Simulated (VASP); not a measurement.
# AgI (P6_3mc) in VASP: a series of runs

Aim: see how the results for AgI move with the level of theory and the settings. Levels: r2SCAN, HSE06. Tasks: single point.

All numbers are computed with VASP 6.6.1; they aren't measurements. Logs are shortened: lines on timing, memory, paths and dates and some standing lists are left out, and cuts for length are marked.

## 1. The cell of the first run

Symmetry: P6_3mc, No. 186, hexagonal system. Conventional cell: a = 4.697 Å, b = 4.697 Å, c = 7.675 Å, α = 90.00°, β = 90.00°, γ = 120.00°. Ag (site symmetry 3m) has 4 I at 2.88 Å within 3.8 Å. Within 3.8 Å of I (site symmetry 3m) lie 4 Ag at 2.88 Å.

## 2. Single point, r2SCAN (strain +1.0%)

POSCAR reads:

```
AgI
1.0
    4.6973804538      0.0000000000      0.0000000000
   -2.3486902269      4.0680508042      0.0000000000
    0.0000000000      0.0000000000      7.6752895980
Ag I
2 2
Direct
    0.3333333333      0.6666666667      0.0000048555
    0.6666666667      0.3333333333      0.5000048555
    0.3333333333      0.6666666667      0.3749951445
    0.6666666667      0.3333333333      0.8749951445
```

INCAR.step1 reads:

```
  ALGO = Normal
  EDIFF = 1E-5
  ENCUT = 550
  GGA = PE
  GGA_COMPAT = F
  ISMEAR = 0
  LASPH = T
  LCHARG = F
  LREAL = F
  LWAVE = T
  NBANDS = 26
  NELM = 120
  PREC = Accurate
  SIGMA = 0.01
```

INCAR.step2 reads:

```
  ALGO = Normal
  EDIFF = 1E-6
  ENCUT = 550
  GGA_COMPAT = F
  ISIF = 2
  ISMEAR = 0
  ISTART = 1
  LASPH = T
  LCHARG = T
  LELF = T
  LMIXTAU = T
  LREAL = F
  LVHAR = T
  LWAVE = F
  METAGGA = R2SCAN
  NBANDS = 26
  NELM = 120
  PREC = Accurate
  SIGMA = 0.01
```

KPOINTS reads:

```
k-points
0
Gamma
  6 6 4
```

Potentials or basis: VASP PAW PBE potentials, release 64 (Ag, I).

On the command line:

```
$ cat potpaw_PBE.64/Ag/POTCAR potpaw_PBE.64/I/POTCAR > POTCAR
$ cp INCAR.step1 INCAR
$ mpirun -np 1 vasp_std > vasp.out
$ cp INCAR.step2 INCAR
$ mpirun -np 1 vasp_std > vasp.out
```

OUTCAR:

```text
EDIFF = 1E-6
   ENCUT = 550
   ISIF = 2
   ISMEAR = 0
   ISTART = 1
   LASPH = T
   LREAL = F
   METAGGA = R2SCAN
   NELM = 120
   PREC = Accurate

 ion  position               nearest neighbor table
   1  0.333  0.667  0.000-   4 2.88   4 2.88   4 2.88   3 2.88
   2  0.667  0.333  0.500-   3 2.88   3 2.88   3 2.88   4 2.88
   3  0.333  0.667  0.375-   2 2.88   2 2.88   2 2.88   1 2.88
   4  0.667  0.333  0.875-   1 2.88   1 2.88   1 2.88   2 2.88

  LATTYP: Found a hexagonal cell.
 ALAT       =     4.6973804538
 C/A-ratio  =     1.6339510230

  Lattice vectors:

 A1 = (   4.6973804538,   0.0000000000,   0.0000000000)
 A2 = (  -2.3486902269,   4.0680508042,   0.0000000000)
 A3 = (   0.0000000000,   0.0000000000,   7.6752895980)

Analysis of symmetry for initial positions (statically):
=====================================================================
 Subroutine PRICEL returns:
 Original cell was already a primitive cell.

 Routine SETGRP: Setting up the symmetry group for a
 hexagonal supercell.

 Subroutine GETGRP returns: Found 12 space group operations
 (whereof  6 operations were pure point group operations)
 out of a pool of 24 trial point group operations.

The static configuration has the point symmetry C_3v.
 The point group associated with its full space group is C_6v.

Analysis of symmetry for dynamics (positions and initial velocities):
=====================================================================
 Subroutine PRICEL returns:
 Original cell was already a primitive cell.

 Routine SETGRP: Setting up the symmetry group for a
 hexagonal supercell.

 Subroutine GETGRP returns: Found 12 space group operations
 (whereof  6 operations were pure point group operations)
 out of a pool of 24 trial point group operations.

The dynamic configuration has the point symmetry C_3v.
 The point group associated with its full space group is C_6v.

 Subroutine INISYM returns: Found 12 space group operations
 (whereof  6 operations are pure point group operations),
 and found     1 'primitive' translations

----------------------------------------------------------------------------------------

                                     Primitive cell

  volume of cell :     146.6685

  direct lattice vectors                    reciprocal lattice vectors
     4.697380454  0.000000000  0.000000000     0.212884609  0.122908986  0.000000000
    -2.348690227  4.068050804  0.000000000     0.000000000  0.245817972  0.000000000
     0.000000000  0.000000000  7.675289598     0.000000000  0.000000000  0.130288243

  length of vectors
     4.697380454  4.697380454  7.675289598     0.245817972  0.245817972  0.130288243

  position of ions in fractional coordinates (direct lattice)
     0.333333333  0.666666667  0.000004856
     0.666666667  0.333333333  0.500004856
     0.333333333  0.666666667  0.374995144
     0.666666667  0.333333333  0.874995144

  ion indices of the primitive-cell ions
   primitive index   ion index
                 1           1
                 2           2
                 3           3
                 4           4

----------------------------------------------------------------------------------------

 KPOINTS: k-points

Automatic generation of k-mesh.
 Grid dimensions read from file:
 generate k-points for:    6    6    4

 Generating k-lattice:

  Cartesian coordinates                     Fractional coordinates (reciprocal lattice)
     0.035480768  0.020484831  0.000000000     0.166666667  0.000000000  0.000000000
     0.000000000  0.040969662  0.000000000     0.000000000  0.166666667  0.000000000
     0.000000000  0.000000000  0.032572061     0.000000000  0.000000000  0.250000000

  Length of vectors
     0.040969662  0.040969662  0.032572061

  Shift w.r.t. Gamma in fractional coordinates (k-lattice)
     0.000000000  0.000000000  0.000000000

 Subroutine IBZKPT returns following result:
 ===========================================

 Found     21 irreducible k-points:

 Following reciprocal coordinates:
            Coordinates               Weight
  0.000000  0.000000  0.000000      1.000000
  0.166667 -0.000000  0.000000      6.000000
  0.333333 -0.000000  0.000000      6.000000
  0.500000 -0.000000  0.000000      3.000000
  0.166667  0.166667  0.000000      6.000000
  0.333333  0.166667  0.000000     12.000000
[... 13 lines left out ...]
  0.333333  0.166667  0.500000     12.000000
  0.333333  0.333333  0.500000      2.000000
   k-points           NKPTS =     21   k-points in BZ     NKDIM =     21   number of bands    NBANDS=     26
   number of dos      NEDOS =    301   number of ions     NIONS =      4
   total plane-waves  NPLWV =  77760
   dimension x,y,z NGX =    36 NGY =   36 NGZ =   60
   dimension x,y,z NGXF=    72 NGYF=   72 NGZF=  120
   ions per type =               2   2
   NGX,Y,Z   is equivalent  to a cutoff of  12.74, 12.74, 13.00 a.u.
   NGXF,Y,Z  is equivalent  to a cutoff of  25.48, 25.48, 25.99 a.u.
 SYSTEM =  unknown system
   PREC   = accura    normal or accurate (medium, high low for compatibility)
   ISTART =      1    job   : 0-new  1-cont  2-samecut
   ICHARG =      0    charge: 1-file 2-atom 10-const
   ISPIN  =      1    spin polarized calculation?
   LNONCOLLINEAR =      F non collinear calculations
   LSORBIT =      F    spin-orbit coupling
   LASPH  =      T    aspherical Exc in radial PAW
   ENCUT  =  550.0 eV  40.42 Ry    6.36 a.u.   8.98  8.98 14.68*2*pi/ulx,y,z
   NELM   =    120;   NELMIN=  2; NELMDL=  0     # of ELM steps
   EDIFF  = 0.1E-05   stopping-criterion for ELM
   LREAL  =      F    real-space projection
   EDIFFG = 0.1E-04   stopping-criterion for IOM
   NSW    =      0    number of steps for IOM
   IBRION =     -1    ionic relax: 0-MD 1-quasi-New 2-CG
   NFREE  =      0    steps in history (QN), initial steepest desc. (CG)
   ISIF   =      2    stress and relaxation
   ISYM   =      2    0-nonsym 1-usesym 2-fastsym
   POTIM  = 0.5000    time-step for ionic-motion
   TEBEG  =    0.0;   TEEND  =   0.0 temperature during run
   PSTRESS=    0.0 pullay stress
   NELECT =      36.0000    total number of electrons
   NUPDOWN=      -1.0000    fix difference up-down
   EMIN   =  10.00;   EMAX   =-10.00  energy-range for DOS
   EFERMI =   0.00;   METHOD = LEGACY
   ISMEAR =     0;   SIGMA  =   0.01  broadening in eV -4-tet -1-fermi 0-gaus
   EFERMI_NEDOS =   21; number of points for ismear=-14 and -15
   IALGO  =     38    algorithm
   IMIX   =      4    mixing-type and parameters
     AMIX     =   0.40;   BMIX     =  1.00
     AMIX_MAG =   1.60;   BMIX_MAG =  1.00
  volume/ion in A,a.u.               =      36.67       247.44
  Fermi-wavevector in a.u.,A,eV,Ry     =   1.025015  1.936997 14.295027  1.050655
  Thomas-Fermi vector in A             =   2.158832
   LORBIT       =      0    0 simple, 1 ext, 2 COOP (PROOUT), +10 PAW based schemes
   METAGGA = R2SCAN    functional components
   LHFCALC =     F    Hartree Fock is set to
   AEXX    =    0.0000 exact exchange contribution
   IVDW    =     0    specifies the selected vdW correction
   LEPSILON=     F    determine dielectric tensor
   LRPA    =     F    only Hartree local field effects (RPA)
 non-spin polarized calculation
 Gauss-broadening in eV      SIGMA  =   0.01
  energy-cutoff  :      550.00
  volume of cell :      146.67
 maximum number of plane-waves:      4341
 NGX is ok and might be reduce to    36
   NGX = 17   NGY = 17   NGZ = 29

 number of electron      35.9999992 magnetization

 Free energy of the ion-electron system (eV)
  ---------------------------------------------------
  ext. energy  EPLUGINS =         0.00000000
  ---------------------------------------------------
  free energy    TOTEN  =       -93.03933924 eV

  energy without entropy =      -93.03933924  energy(sigma->0) =      -93.03933924

 E-fermi :   2.1774     XC(G=0):  -8.6081

 val. band max:        2.1306121269   @ k =   0.0000   0.0000   0.0000
 cond. band min:       3.9594577082   @ k =   0.0000   0.0000   0.0000
 fundamental gap:      1.8288455813
 Fermi energy:         2.1774396039

 k-point     1 :       0.0000    0.0000    0.0000
  band No.  band energies     occupation
      1     -10.7012      2.00000
      2     -10.4498      2.00000
      3      -1.7777      2.00000
      4      -1.7769      2.00000
      5      -1.7769      2.00000
      6      -1.6555      2.00000
[... 18 lines left out ...]
     25       9.3409      0.00000
     26       9.6645      0.00000

 k-point     2 :       0.1667   -0.0000    0.0000
  band No.  band energies     occupation
      1     -10.6471      2.00000
      2     -10.4236      2.00000
      3      -1.8168      2.00000
      4      -1.7389      2.00000
      5      -1.7347      2.00000
      6      -1.6424      2.00000
[... 18 lines left out ...]
     25       9.3360      0.00000
     26       9.8456      0.00000

 k-point     3 :       0.3333   -0.0000    0.0000
  band No.  band energies     occupation
      1     -10.5267      2.00000
      2     -10.3789      2.00000
      3      -1.8647      2.00000
      4      -1.7215      2.00000
      5      -1.6549      2.00000
      6      -1.5385      2.00000
[... 18 lines left out ...]
     25       9.9163      0.00000
     26      10.4216      0.00000

 k-point     4 :       0.5000   -0.0000    0.0000
  band No.  band energies     occupation
      1     -10.4521      2.00000
      2     -10.3687      2.00000
      3      -1.8526      2.00000
      4      -1.7218      2.00000
      5      -1.6186      2.00000
      6      -1.4343      2.00000
[... 18 lines left out ...]
     25       9.9797      0.00000
     26      11.7257      0.00000
[... 409 lines left out ...]
      1     -10.4740      2.00000
      2     -10.4740      2.00000
      3      -1.8727      2.00000
      4      -1.8727      2.00000
      5      -1.6300      2.00000
      6      -1.6300      2.00000
[... 18 lines left out ...]
     25       9.6980      0.00000
     26       9.6980      0.00000

 k-point    20 :       0.3333    0.1667    0.5000
  band No.  band energies     occupation
      1     -10.4094      2.00000
      2     -10.4094      2.00000
      3      -1.8506      2.00000
      4      -1.8506      2.00000
      5      -1.5580      2.00000
      6      -1.5580      2.00000
[... 18 lines left out ...]
     25      10.0763      0.00000
     26      10.0763      0.00000

 k-point    21 :       0.3333    0.3333    0.5000
  band No.  band energies     occupation
      1     -10.3878      2.00000
      2     -10.3878      2.00000
      3      -1.7387      2.00000
      4      -1.7387      2.00000
      5      -1.6116      2.00000
      6      -1.6116      2.00000
[... 18 lines left out ...]
     25      10.7229      0.00000
     26      10.7229      0.00000

------------------------ aborting loop because EDIFF is reached ----------------------------------------

  FORCE on cell =-STRESS in cart. coord.  units (eV):
  Direction    XX          YY          ZZ          XY          YZ          ZX
  --------------------------------------------------------------------------------------
  -------------------------------------------------------------------------------------
  Total       -0.8284592     -0.8284592     -0.8392677     -0.0000000      0.0000000      0.0000000
  in kB       -9.0499219     -9.0499219     -9.1679921     -0.0000000      0.0000000      0.0000000
  external PRESSURE =      -9.0892786 kB  Pullay stress =       0.0000000 kB

 VOLUME and BASIS-vectors are now :
 -----------------------------------------------------------------------------
  energy-cutoff  :      550.00
  volume of cell :      146.67
      direct lattice vectors                 reciprocal lattice vectors
     4.697380454  0.000000000  0.000000000     0.212884609  0.122908986  0.000000000
    -2.348690227  4.068050804  0.000000000     0.000000000  0.245817972  0.000000000
     0.000000000  0.000000000  7.675289598     0.000000000  0.000000000  0.130288243

 POSITION                                       TOTAL-FORCE (eV/Angst)
 -----------------------------------------------------------------------------------
     -0.00000      2.71203      0.00004        -0.000000      0.000000     -0.001955
      2.34869      1.35602      3.83768         0.000000      0.000000     -0.001955
     -0.00000      2.71203      2.87820        -0.000000      0.000000      0.001955
      2.34869      1.35602      6.71584        -0.000000      0.000000      0.001955
 -----------------------------------------------------------------------------------
    total drift:                               -0.000000      0.000000     -0.000486

  FREE ENERGIE OF THE ION-ELECTRON SYSTEM (eV)
  ---------------------------------------------------
  free  energy   TOTEN  =       -93.0393392388 eV

  energy  without entropy=      -93.0393392388  energy(sigma->0) =      -93.03933924
```

Run time: 3.8 min. Hardware: 1 thread of Intel Xeon Platinum 8259CL at 2.50GHz (Skylake/Cascade Lake), shared host; peak memory 0.33 GiB.

What came out:

- Free energy: -93.0393 eV
- Pressure: -0.9 GPa
- Band gap on the k mesh: 1.83 eV, direct

Caveat: the cell differs from its parent crystal (strain +1.0%); the PAW data sets were made with another functional, which shifts forces and pressure a little; spin-orbit coupling is left out, which moves the levels of the heavy elements.

## 3. Single point, HSE06 (uniaxial z strain +1.5%)

POSCAR reads:

```
AgI
1.0
    4.6508717364      0.0000000000      0.0000000000
   -2.3254358682      4.0277730735      0.0000000000
    0.0000000000      0.0000000000      7.7132860812
Ag I
2 2
Direct
    0.3333333333      0.6666666667      0.0020376146
    0.6666666667      0.3333333333      0.5020376146
    0.3333333333      0.6666666667      0.3729623854
    0.6666666667      0.3333333333      0.8729623854
```

INCAR.step1 reads:

```
  PREC = Accurate
  ENCUT = 400
  EDIFF = 1E-5
  ISMEAR = 0
  SIGMA = 0.01
  LREAL = F
  LASPH = T
  NELM = 120
  ALGO = Normal
  ISIF = 2
  LWAVE = T
  LCHARG = F
  GGA = PE
  NBANDS = 26
  GGA_COMPAT = F
  KPAR = 4
```

INCAR.step2 reads:

```
  PREC = Accurate
  ENCUT = 400
  EDIFF = 1E-6
  ISMEAR = 0
  SIGMA = 0.01
  LREAL = F
  LASPH = T
  NELM = 120
  ALGO = Normal
  ISIF = 2
  LWAVE = F
  LCHARG = F
  GGA = PE
  LHFCALC = T
  HFSCREEN = 0.2079
  PRECFOCK = Normal
  ISTART = 1
  NBANDS = 26
  GGA_COMPAT = F
  KPAR = 4
```

KPOINTS reads:

```
Automatic mesh
0
Gamma
  6 6 2
```

Potentials or basis: VASP PAW PBE potentials, release 64 (Ag, I).

On the command line:

```
$ cat potpaw_PBE.64/Ag/POTCAR potpaw_PBE.64/I/POTCAR > POTCAR
$ cp INCAR.step1 INCAR
$ mpirun -np 4 vasp_std > vasp.out
$ cp INCAR.step2 INCAR
$ mpirun -np 4 vasp_std > vasp.out
```

Run time: 33 min. Hardware: 4 MPI ranks of AMD EPYC 7R43 (Zen 3), shared host; peak memory 0.32 GiB.

Results (log left out):

```yaml
Free_energy: -11.4702 eV
Pressure: -0.1 GPa
Largest_force: 0.005 eV/Å
Band_gap_on_the_k_mesh: 2.50 eV, direct
```

Forces on the atoms (eV/Å):
```
Ag   0.000  0.000 -0.005
Ag   0.000  0.000 -0.005
I    0.000  0.000  0.005
I    0.000  0.000  0.005
```

Stress tensor (GPa, compression positive):
```
-0.04  0.00  0.00
 0.00 -0.04  0.00
 0.00  0.00 -0.29
```

Levels at points of the mesh, in eV from the valence-band top:
```
           k point  band 15  band 16  band 17  band 18  band 19  band 20  band 21  band 22
(0.00, 0.00, 0.00)    -0.69    -0.07     0.00     0.00     2.50     3.92     7.06     7.07
(0.50, 0.00, 0.00)    -2.22    -1.71    -1.04    -0.67     4.49     4.82     5.86     6.98
(0.00, 0.00, 0.50)    -0.35    -0.35    -0.35    -0.35     3.82     3.82     6.76     6.76
(0.50, 0.00, 0.50)    -1.24    -1.24    -1.19    -1.19     4.40     4.40     6.06     6.06
```

Caveat: the cell differs from its parent crystal (uniaxial z strain +1.5%); the PAW data sets were made with another functional, which shifts forces and pressure a little; spin-orbit coupling is left out, which moves the levels of the heavy elements.
